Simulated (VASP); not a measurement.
Input of a VASP 6.6.1 run:

Contents of INCAR:

```
  PREC = Accurate
  ENCUT = 520
  EDIFF = 1E-7
  ISMEAR = 0
  SIGMA = 0.05
  LREAL = F
  LASPH = T
  NELM = 100
  ALGO = Normal
  ISIF = 2
  LWAVE = F
  LCHARG = F
  GGA = PS
  NBANDS = 16
```

The input KPOINTS:

```
Automatic mesh
0
Gamma
  12 12 12
```

File POSCAR:

```
AgCl
1.0
    3.2401227907     -0.0287662233     -0.0287662233
   -0.0287662233      3.2401227907     -0.0287662233
   -0.0287662233     -0.0287662233      3.2401227907
Ag Cl
1 1
Direct
    0.0000000000      0.0000000000      0.0000000000
    0.5000000000      0.5000000000      0.5000000000
```

Potentials or basis: VASP PAW PBE potentials, release 64 (Ag, Cl).

Launch:

```sh
$ cat potpaw_PBE.64/Ag/POTCAR potpaw_PBE.64/Cl/POTCAR > POTCAR
$ mpirun -np 1 vasp_std > vasp.out
```

Q: Predict the band gap on the k mesh.

A: 0.46 eV, indirect (least direct gap 2.63 eV).

Q: Estimate the pressure.

A: 6.6 GPa.

Stress tensor (GPa, compression positive):
```
 6.62 -0.12 -0.12
-0.12  6.62 -0.12
-0.12 -0.12  6.62
```

Caveat: the PAW data sets were made with another functional, which shifts forces and pressure a little. Expect the measured gap to be larger: semilocal functionals such as PBEsol lack the derivative discontinuity.
